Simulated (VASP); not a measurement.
Set up this calculation in VASP 6.6.1, as the native input.

- Task: single point
- Functional: r2SCAN
- Potentials or basis: VASP PAW PBE potentials, release 64 (Tc_pv)
- Cutoff: 520 eV
- k mesh: 11 × 11 × 6
- Occupations: fermi-dirac, width 0.05 eV
- Spin: no spin polarisation
- Dipole correction: no
- Further INCAR settings: ALGO = Normal; EDIFF = 1e-07; NBANDS = 20

Crystal: Tc.

```
Tc
1.0
     2.72161    0.00000    0.00000
    -1.36081    2.35698    0.00000
     0.00000    0.00000    4.36848
Tc
2
Direct
  0.66667 0.33333 0.75000
  0.33333 0.66667 0.25000
```

One way to write it, as run:

POSCAR

```
Tc
1.0
    2.7216101842      0.0000000000      0.0000000000
   -1.3608050921      2.3569835587      0.0000000000
    0.0000000000      0.0000000000      4.3684823321
Tc
2
Direct
    0.6666666667      0.3333333333      0.7500000000
    0.3333333333      0.6666666667      0.2500000000
```

INCAR.step1

```
  PREC = Accurate
  ENCUT = 520
  ISMEAR = -1
  SIGMA = 0.05
  LREAL = False
  LASPH = True
  NELM = 100
  NBANDS = 20
  GGA = PE
  ALGO = Normal
  EDIFF = 1E-4
  LWAVE = True
  LCHARG = False
```

INCAR.step2

```
  PREC = Accurate
  ENCUT = 520
  EDIFF = 1E-7
  ISMEAR = -1
  SIGMA = 0.05
  LREAL = False
  LASPH = True
  NELM = 100
  ALGO = Normal
  ISIF = 2
  LWAVE = False
  LCHARG = False
  METAGGA = R2SCAN
  LMIXTAU = True
  NBANDS = 20
  ISTART = 1
```

KPOINTS

```
Automatic mesh
0
Gamma
  11 11 6
```

Potentials or basis: VASP PAW PBE potentials, release 64 (Tc_pv).

Run with:

```sh
$ cat potpaw_PBE.64/Tc_pv/POTCAR > POTCAR
$ cp INCAR.step1 INCAR
$ mpirun -np 1 vasp_std > vasp.out
$ cp INCAR.step2 INCAR
$ mpirun -np 1 vasp_std > vasp.out
```

It gave:

```
Pressure               : 5.0 GPa
Band gap on the k mesh : zero (band 13 reaches 14.48 eV, above the bottom of band 14 at 11.14 eV)
```

Caveat: the PAW data sets were made with another functional, which shifts forces and pressure a little.

Run time: 67 s on 1 thread of Intel(R) Xeon(R) Platinum 8559C (Emerald Rapids), with other jobs on the host, peak memory 0.15 GiB.
